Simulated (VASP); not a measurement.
# P in VASP: notebook

P is run at these levels: PBE; tasks: single point.

Program: VASP 6.6.1. These are calculated values, not measurements. Logs are shortened: lines on timing, memory, paths and dates and some standing lists are left out, and cuts for length are marked.

### Step 1. The cell of the first run

The cell holds a slab with vacuum, 4 atoms: a = 3.328 Å, b = 35.124 Å, c = 4.496 Å, α = 90.00°, β = 90.00°, γ = 90.00°.

### Step 2. Single point, PBE (uniaxial strain along c: -3.0 %)

The input, INCAR:

```
PREC     = Accurate       # precision mode
ENCUT    = 520            # plane-wave cutoff, eV
EDIFF    = 1E-6           # SCF threshold, eV
ISMEAR   = 0              # smearing method
SIGMA    = 0.02           # smearing width, eV
LREAL    = F              # projectors in reciprocal space
LASPH    = T              # aspherical terms in the spheres
NELM     = 80             # most SCF steps
ALGO     = Normal         # electronic algorithm
ISIF     = 2              # what is computed and relaxed
LWAVE    = F              # write WAVECAR
LCHARG   = F              # write CHGCAR
GGA      = PE             # functional
NBANDS   = 18             # bands
```

The input, KPOINTS:

```
regular mesh
0
Gamma
  8 1 6
```

The input, POSCAR:

```
P
1.0
    3.3278929546      0.0000000000      0.0000000000
    0.0000000000     35.1244377237      0.0000000000
    0.0000000000      0.0000000000      4.4959203241
P
4
Direct
    0.0000000000      0.9697950633      0.5869897909
    0.0000000000      0.0302049367      0.4130102091
    0.5000000000      0.0302049367      0.0869897909
    0.5000000000      0.9697950633      0.9130102091
```

Potentials or basis: VASP PAW PBE potentials, release 64 (P).

Started as:

```sh
cat potpaw_PBE.64/P/POTCAR > POTCAR
mpirun -np 1 vasp_std > vasp.out
```

OUTCAR:

```text
PREC = Accurate
   ENCUT = 520
   EDIFF = 1E-6
   ISMEAR = 0
   LREAL = F
   LASPH = T
   NELM = 80
   ISIF = 2
   GGA = PE

 ion  position               nearest neighbor table
   1  0.000  0.970  0.587-   4 2.22   4 2.22   2 2.26
   2  0.000  0.030  0.413-   3 2.22   3 2.22   1 2.26
   3  0.500  0.030  0.087-   2 2.22   2 2.22   4 2.26
   4  0.500  0.970  0.913-   1 2.22   1 2.22   3 2.26

  LATTYP: Found a simple orthorhombic cell.
 ALAT       =     3.3278929546
 B/A-ratio  =     1.3509810518
 C/A-ratio  =    10.5545575542

  Lattice vectors:

 A1 = (  -3.3278929546,   0.0000000000,   0.0000000000)
 A2 = (   0.0000000000,   0.0000000000,   4.4959203241)
 A3 = (   0.0000000000,  35.1244377237,   0.0000000000)

Analysis of symmetry for initial positions (statically):
=====================================================================
 Subroutine PRICEL returns:
 Original cell was already a primitive cell.

 Routine SETGRP: Setting up the symmetry group for a
 simple orthorhombic supercell.

 Subroutine GETGRP returns: Found  8 space group operations
 (whereof  4 operations were pure point group operations)
 out of a pool of  8 trial point group operations.

The static configuration has the point symmetry C_2h.
 The point group associated with its full space group is D_2h.

Analysis of symmetry for dynamics (positions and initial velocities):
=====================================================================
 Subroutine PRICEL returns:
 Original cell was already a primitive cell.

 Routine SETGRP: Setting up the symmetry group for a
 simple orthorhombic supercell.

 Subroutine GETGRP returns: Found  8 space group operations
 (whereof  4 operations were pure point group operations)
 out of a pool of  8 trial point group operations.

The dynamic configuration has the point symmetry C_2h.
 The point group associated with its full space group is D_2h.

 Subroutine INISYM returns: Found  8 space group operations
 (whereof  4 operations are pure point group operations),
 and found     1 'primitive' translations

----------------------------------------------------------------------------------------

                                     Primitive cell

[... 86 lines left out ...]
   LASPH  =      T    aspherical Exc in radial PAW
   ENCUT  =  520.0 eV  38.22 Ry    6.18 a.u.   6.19 65.31  8.36*2*pi/ulx,y,z
   NELM   =     80;   NELMIN=  2; NELMDL= -5     # of ELM steps
   EDIFF  = 0.1E-05   stopping-criterion for ELM
   LREAL  =      F    real-space projection
   EDIFFG = 0.1E-04   stopping-criterion for IOM
   NSW    =      0    number of steps for IOM
   IBRION =     -1    ionic relax: 0-MD 1-quasi-New 2-CG
   NFREE  =      0    steps in history (QN), initial steepest desc. (CG)
   ISIF   =      2    stress and relaxation
   ISYM   =      2    0-nonsym 1-usesym 2-fastsym
   POTIM  = 0.5000    time-step for ionic-motion
   TEBEG  =    0.0;   TEEND  =   0.0 temperature during run
   PSTRESS=    0.0 pullay stress
   NELECT =      20.0000    total number of electrons
   NUPDOWN=      -1.0000    fix difference up-down
   EMIN   =  10.00;   EMAX   =-10.00  energy-range for DOS
   EFERMI =   0.00;   METHOD = LEGACY
   ISMEAR =     0;   SIGMA  =   0.02  broadening in eV -4-tet -1-fermi 0-gaus
   EFERMI_NEDOS =   21; number of points for ismear=-14 and -15
   IALGO  =     38    algorithm
   IMIX   =      4    mixing-type and parameters
     AMIX     =   0.40;   BMIX     =  1.00
     AMIX_MAG =   1.60;   BMIX_MAG =  1.00
  volume/ion in A,a.u.               =     131.38       886.61
  Fermi-wavevector in a.u.,A,eV,Ry     =   0.550663  1.040602  4.125688  0.303229
  Thomas-Fermi vector in A             =   1.582329
   LORBIT       =      0    0 simple, 1 ext, 2 COOP (PROOUT), +10 PAW based schemes
   GGA     = PE    functional components
   LHFCALC =     F    Hartree Fock is set to
   AEXX    =    0.0000 exact exchange contribution
   IVDW    =     0    specifies the selected vdW correction
   LEPSILON=     F    determine dielectric tensor
   LRPA    =     F    only Hartree local field effects (RPA)
 non-spin polarized calculation
 Gauss-broadening in eV      SIGMA  =   0.02
  energy-cutoff  :      520.00
  volume of cell :      525.53
 maximum number of plane-waves:     14228
 NGX is ok and might be reduce to    28
   NGX = 13   NGY =131   NGZ = 17

 number of electron      19.9999997 magnetization

 Free energy of the ion-electron system (eV)
  ---------------------------------------------------
  ext. energy  EPLUGINS =         0.00000000
  ---------------------------------------------------
  free energy    TOTEN  =       -21.45715201 eV

  energy without entropy =      -21.45715201  energy(sigma->0) =      -21.45715201

 E-fermi :  -3.2203     XC(G=0):  -1.7788

 val. band max:       -3.3300418062   @ k =   0.0000   0.0000   0.0000
 cond. band min:      -2.5664837541   @ k =   0.0000   0.0000   0.0000
 fundamental gap:      0.7635580521
 Fermi energy:        -3.2202867433

 k-point     1 :       0.0000    0.0000    0.0000
  band No.  band energies     occupation
      1     -18.3951      2.00000
      2     -15.8897      2.00000
      3     -12.3605      2.00000
      4      -9.0692      2.00000
      5      -7.9471      2.00000
      6      -7.8843      2.00000
[... 397 lines left out ...]
      5      -8.3318      2.00000
      6      -8.3318      2.00000
[... 10 lines left out ...]
     17       2.9053      0.00000
     18       2.9053      0.00000

------------------------ aborting loop because EDIFF is reached ----------------------------------------

  FORCE on cell =-STRESS in cart. coord.  units (eV):
  Direction    XX          YY          ZZ          XY          YZ          ZX
  --------------------------------------------------------------------------------------
  -------------------------------------------------------------------------------------
  Total       -0.1747058     -0.3015523      0.9045808      0.0000000     -0.0000000      0.0000000
  in kB       -0.5326238     -0.9193394      2.7577864      0.0000000     -0.0000000      0.0000000
  external PRESSURE =       0.4352744 kB  Pullay stress =       0.0000000 kB

 VOLUME and BASIS-vectors are now :
 -----------------------------------------------------------------------------
  energy-cutoff  :      520.00
  volume of cell :      525.53
      direct lattice vectors                 reciprocal lattice vectors
     3.327892955  0.000000000  0.000000000     0.300490435  0.000000000  0.000000000
     0.000000000 35.124437724  0.000000000     0.000000000  0.028470207  0.000000000
     0.000000000  0.000000000  4.495920324     0.000000000  0.000000000  0.222423871

 POSITION                                       TOTAL-FORCE (eV/Angst)
 -----------------------------------------------------------------------------------
      0.00000     34.06351      2.63906        -0.000000      0.067947     -0.177273
      0.00000      1.06093      1.85686         0.000000     -0.067947      0.177273
      1.66395      1.06093      0.39110        -0.000000     -0.067947     -0.177273
      1.66395     34.06351      4.10482         0.000000      0.067947      0.177273
 -----------------------------------------------------------------------------------
    total drift:                               -0.000000      0.000000      0.000000

  FREE ENERGIE OF THE ION-ELECTRON SYSTEM (eV)
  ---------------------------------------------------
  free  energy   TOTEN  =       -21.4571520140 eV

  energy  without entropy=      -21.4571520140  energy(sigma->0) =      -21.45715201
```

Run time: 3.5 min. Hardware: 1 thread of Intel Xeon Platinum 8488C (Sapphire Rapids), shared host; peak memory 0.63 GiB.

What came out:

- Free energy: -21.4572 eV
- Largest force: 0.190 eV/Å
- Band gap on the k mesh: 0.76 eV

Forces on the atoms (eV/Å):
```
P    0.000  0.068 -0.177
P    0.000 -0.068  0.177
P    0.000 -0.068 -0.177
P    0.000  0.068  0.177
```

Caveat: the cell differs from its parent crystal (uniaxial strain along c: -3.0 %); there is no dipole correction, which matters where the two faces differ; semilocal functionals underestimate gaps, and a narrow one can read as zero.

### Step 3. Single point, PBE (uniaxial strain along c: -1.5 %, then relaxed in part)

The input, INCAR:

```
SYSTEM = P
PREC = Accurate ; ENCUT = 520
EDIFF = 1E-7 ; ISMEAR = 0
SIGMA = 0.02 ; LREAL = .FALSE.
LASPH = .TRUE. ; NELM = 100
ALGO = Normal ; ISIF = 2
LWAVE = .FALSE. ; LCHARG = .FALSE.
GGA = PE ; NBANDS = 18
```

The input, KPOINTS:

```
Automatic mesh
0
G
  8 1 6
  0 0 0
```

The input, POSCAR:

```
P
1.0
    3.3121472586      0.0000000000      0.0000000000
    0.0000000000     34.9947769012      0.0000000000
    0.0000000000      0.0000000000      4.5654448652
P
4
Direct
    0.0000000000      0.9697950633      0.5869897909
    0.0000000000      0.0302049367      0.4130102091
    0.5000000000      0.0302049367      0.0869897909
    0.5000000000      0.9697950633      0.9130102091
```

Potentials or basis: VASP PAW PBE potentials, release 64 (P).

Started as:

```sh
cat potpaw_PBE.64/P/POTCAR > POTCAR
mpirun -np 1 vasp_std > vasp.out
```

OUTCAR:

```text
SYSTEM = P
   PREC = Accurate
   ENCUT = 520
   EDIFF = 1E-7
   ISMEAR = 0
   LREAL = .FALSE.
   LASPH = .TRUE.
   NELM = 100
   ISIF = 2
   GGA = PE

 ion  position               nearest neighbor table
   1  0.000  0.970  0.587-   4 2.23   4 2.23   2 2.26
   2  0.000  0.030  0.413-   3 2.23   3 2.23   1 2.26
   3  0.500  0.030  0.087-   2 2.23   2 2.23   4 2.26
   4  0.500  0.970  0.913-   1 2.23   1 2.23   3 2.26

  LATTYP: Found a simple orthorhombic cell.
 ALAT       =     3.3121472586
 B/A-ratio  =     1.3783942889
 C/A-ratio  =    10.5655860591

  Lattice vectors:

 A1 = (  -3.3121472586,   0.0000000000,   0.0000000000)
 A2 = (   0.0000000000,   0.0000000000,   4.5654448652)
 A3 = (   0.0000000000,  34.9947769012,   0.0000000000)

Analysis of symmetry for initial positions (statically):
=====================================================================
 Subroutine PRICEL returns:
 Original cell was already a primitive cell.

 Routine SETGRP: Setting up the symmetry group for a
 simple orthorhombic supercell.

 Subroutine GETGRP returns: Found  8 space group operations
 (whereof  4 operations were pure point group operations)
 out of a pool of  8 trial point group operations.

The static configuration has the point symmetry C_2h.
 The point group associated with its full space group is D_2h.

Analysis of symmetry for dynamics (positions and initial velocities):
=====================================================================
 Subroutine PRICEL returns:
 Original cell was already a primitive cell.

 Routine SETGRP: Setting up the symmetry group for a
 simple orthorhombic supercell.

 Subroutine GETGRP returns: Found  8 space group operations
 (whereof  4 operations were pure point group operations)
 out of a pool of  8 trial point group operations.

[... 117 lines left out ...]
   IALGO  =     38    algorithm
   IMIX   =      4    mixing-type and parameters
     AMIX     =   0.40;   BMIX     =  1.00
     AMIX_MAG =   1.60;   BMIX_MAG =  1.00
  volume/ion in A,a.u.               =     132.29       892.76
  Fermi-wavevector in a.u.,A,eV,Ry     =   0.549397  1.038210  4.106740  0.301837
  Thomas-Fermi vector in A             =   1.580509
   LORBIT       =      0    0 simple, 1 ext, 2 COOP (PROOUT), +10 PAW based schemes
   GGA     = PE    functional components
   LHFCALC =     F    Hartree Fock is set to
   AEXX    =    0.0000 exact exchange contribution
   IVDW    =     0    specifies the selected vdW correction
   LEPSILON=     F    determine dielectric tensor
   LRPA    =     F    only Hartree local field effects (RPA)
 non-spin polarized calculation
 Gauss-broadening in eV      SIGMA  =   0.02
  energy-cutoff  :      520.00
  volume of cell :      529.17
 maximum number of plane-waves:     14326
 NGX is ok and might be reduce to    28
   NGX = 13   NGY =131   NGZ = 17

 number of electron      19.9999998 magnetization

 Free energy of the ion-electron system (eV)
  ---------------------------------------------------
  ext. energy  EPLUGINS =         0.00000000
  ---------------------------------------------------
  free energy    TOTEN  =       -21.46665627 eV

  energy without entropy =      -21.46665627  energy(sigma->0) =      -21.46665627

 E-fermi :  -3.3009     XC(G=0):  -1.7596

 val. band max:       -3.4186451162   @ k =   0.0000   0.0000   0.0000
 cond. band min:      -2.5409873987   @ k =   0.0000   0.0000   0.0000
 fundamental gap:      0.8776577175
 Fermi energy:        -3.3008726580

 k-point     1 :       0.0000    0.0000    0.0000
  band No.  band energies     occupation
      1     -18.3628      2.00000
      2     -15.8630      2.00000
      3     -12.5147      2.00000
      4      -9.0677      2.00000
      5      -8.0802      2.00000
      6      -7.9254      2.00000
[... 397 lines left out ...]
      5      -8.3242      2.00000
      6      -8.3242      2.00000
[... 10 lines left out ...]
     17       2.9279      0.00000
     18       2.9279      0.00000

------------------------ aborting loop because EDIFF is reached ----------------------------------------

  FORCE on cell =-STRESS in cart. coord.  units (eV):
  Direction    XX          YY          ZZ          XY          YZ          ZX
  --------------------------------------------------------------------------------------
  -------------------------------------------------------------------------------------
  Total       -0.1787213     -0.1706520      0.0909667      0.0000000     -0.0000000      0.0000000
  in kB       -0.5411166     -0.5166851      0.2754210      0.0000000     -0.0000000      0.0000000
  external PRESSURE =      -0.2607936 kB  Pullay stress =       0.0000000 kB

 VOLUME and BASIS-vectors are now :
 -----------------------------------------------------------------------------
  energy-cutoff  :      520.00
  volume of cell :      529.17
      direct lattice vectors                 reciprocal lattice vectors
     3.312147259  0.000000000  0.000000000     0.301918943  0.000000000  0.000000000
     0.000000000 34.994776901  0.000000000     0.000000000  0.028575693  0.000000000
     0.000000000  0.000000000  4.565444865     0.000000000  0.000000000  0.219036705

 POSITION                                       TOTAL-FORCE (eV/Angst)
 -----------------------------------------------------------------------------------
      0.00000     33.93776      2.67987         0.000000      0.037167      0.033182
      0.00000      1.05702      1.88558        -0.000000     -0.037167     -0.033182
      1.65607      1.05702      0.39715         0.000000     -0.037167      0.033182
      1.65607     33.93776      4.16830        -0.000000      0.037167     -0.033182
 -----------------------------------------------------------------------------------
    total drift:                               -0.000000      0.000000     -0.000000

  FREE ENERGIE OF THE ION-ELECTRON SYSTEM (eV)
  ---------------------------------------------------
  free  energy   TOTEN  =       -21.4666562730 eV

  energy  without entropy=      -21.4666562730  energy(sigma->0) =      -21.46665627
```

OSZICAR:

```text
N       E                     dE             d eps       ncg     rms          rms(c)
DAV:   1     0.138896139386E+03    0.13890E+03   -0.54959E+03   720   0.719E+02
DAV:   2    -0.309585223380E+01   -0.14199E+03   -0.13292E+03  1222   0.132E+02
DAV:   3    -0.212487824400E+02   -0.18153E+02   -0.18068E+02   970   0.568E+01
DAV:   4    -0.216488481390E+02   -0.40007E+00   -0.39855E+00  1008   0.108E+01
[... 16 lines left out ...]
DAV:  21    -0.214666546510E+02   -0.19282E-06   -0.32678E-09   808   0.304E-04    0.909E-04
DAV:  22    -0.214666557051E+02   -0.10541E-05   -0.14819E-08   668   0.457E-04    0.633E-04
DAV:  23    -0.214666560834E+02   -0.37827E-06   -0.48472E-09   732   0.238E-04    0.851E-05
DAV:  24    -0.214666561969E+02   -0.11353E-06   -0.19022E-10   708   0.101E-04    0.105E-04
DAV:  25    -0.214666562730E+02   -0.76139E-07    0.12098E-11   616   0.681E-05
   1 F= -.21466656E+02 E0= -.21466656E+02  d E =-.204961E-18
```

stdout:

```text
POSCAR found type information on POSCAR P
 POSCAR found :  1 types and       4 ions
 scaLAPACK will be used
 LDA part: xc-table for (Slater+PW92), standard interpolation
 POSCAR, INCAR and KPOINTS ok, starting setup
 FFT: planning ... GRIDC
 FFT: planning ... GRID_SOFT
 FFT: planning ... GRID
 WAVECAR not read
 entering main loop
```

Wall time 4.2 min (1 thread of Intel Xeon Platinum 8488C (Sapphire Rapids), shared host); peak memory 0.63 GiB.

What came out:

```
Free energy            : -21.4667 eV
Largest force          : 0.050 eV/Å
Band gap on the k mesh : 0.88 eV
```

Forces on the atoms (eV/Å):
```
P    0.000  0.037  0.033
P    0.000 -0.037 -0.033
P    0.000 -0.037  0.033
P    0.000  0.037 -0.033
```

Levels at points of the mesh, in eV from the valence-band top:
```tsv
k point	band 8	band 9	band 10	band 11	band 12	band 13
(0.00, 0.00, 0.00)	-1.75	-1.69	0.00	0.88	1.60	2.66
(0.50, 0.00, 0.00)	-2.70	-1.96	-1.96	1.28	1.28	2.13
(0.00, 0.00, 0.50)	-2.54	-1.18	-1.18	2.07	2.07	3.58
(0.50, 0.00, 0.50)	-4.64	-1.17	-1.17	2.42	2.42	3.97
```

Caveat: the cell differs from its parent crystal (uniaxial strain along c: -1.5 %, then relaxed in part); there is no dipole correction, which matters where the two faces differ.

[end of part 1 of 2]
